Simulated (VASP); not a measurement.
Here is a VASP 6.6.1 calculation.

INCAR

```
ALGO = Normal
EDIFF = 1E-7
EDIFFG = -0.04
ENCUT = 820
GGA = PE
GGA_COMPAT = False
IBRION = 2
ISIF = 3
ISMEAR = 0
LASPH = True
LCHARG = False
LREAL = False
LWAVE = False
NELM = 120
NELMIN = 4
NSW = 90
PREC = Accurate
SIGMA = 0.1
```

Contents of KPOINTS:

```
k-points
0
Gamma
  8 8 8
```

POSCAR

```
Al2Cu
1.0
    0.0000000000      2.1810225500      6.5430676500
    1.5422158300      0.0000000000      6.5430676500
    1.5422158300      2.1810225500      0.0000000000
Al Cu
2 1
Direct
    0.8333333300      0.8333333300      0.1666666700
    0.1666666700      0.1666666700      0.8333333300
    0.5000000000      0.5000000000      0.5000000000
```

Potentials or basis: VASP PAW PBE potentials, release 64 (Al, Cu_sv_GW).

Run with:

```console
$ cat potpaw_PBE.64/Al/POTCAR potpaw_PBE.64/Cu_sv_GW/POTCAR > POTCAR
$ mpirun -np 1 vasp_std > vasp.out
```

Problem. What does it give for the band gap on the k mesh?

Solution. Zero (an odd number of electrons rules out a gap without spin polarisation).

Problem. Predict the space group after relaxing (to 0.1 Å).

Solution. Fmmm (No. 69).

Problem. Estimate the relaxed volume.

Solution. 14.89 Å³/atom.

Final structure:
```
CELL_PARAMETERS angstrom
0.00000 2.23415 6.48849
1.54103 0.00000 6.48849
1.54103 2.23415 0.00000
ATOMIC_POSITIONS crystal
Al 0.84258 0.84258 0.15742
Al 0.15742 0.15742 0.84258
Cu 0.50000 0.50000 0.50000
```
